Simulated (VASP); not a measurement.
A run of VASP 6.6.1:

File INCAR:

```
SYSTEM = AlN
PREC = Accurate ; ENCUT = 600
EDIFF = 1E-6 ; ISMEAR = -1
SIGMA = 0.1 ; LREAL = .False.
LASPH = .True. ; NELM = 100
ALGO = Normal ; ISIF = 3
LWAVE = .False. ; LCHARG = .False.
GGA = PE ; IBRION = 2
NSW = 60 ; EDIFFG = -0.005
```

Contents of KPOINTS:

```
Automatic mesh
0
Gamma
  15 15 15
  0 0 0
```

The input POSCAR:

```
AlN
1.0
    2.7144176166      0.0000000000      0.0000000000
    0.0000000000      2.7144176166      0.0000000000
    0.0000000000      0.0000000000      2.7144176166
Al N
1 1
Direct
    0.0000000000      0.0000000000      0.0000000000
    0.5000000000      0.5000000000      0.5000000000
```

Potentials or basis: VASP PAW PBE potentials, release 64 (Al, N).

Command:

```sh
$ cat potpaw_PBE.64/Al/POTCAR potpaw_PBE.64/N/POTCAR > POTCAR
$ mpirun -np 1 vasp_std > vasp.out
```

Hardware: 1 thread of AMD EPYC 7R13 Processor (Zen 3), on a shared host.

Q: Estimate the wall time of this run.

A: It took 40 s on 1 thread of AMD EPYC 7R13 Processor (Zen 3), on a shared host, peak memory 0.12 GiB. Counts: scf iterations 26, k points 120, ion steps 3.
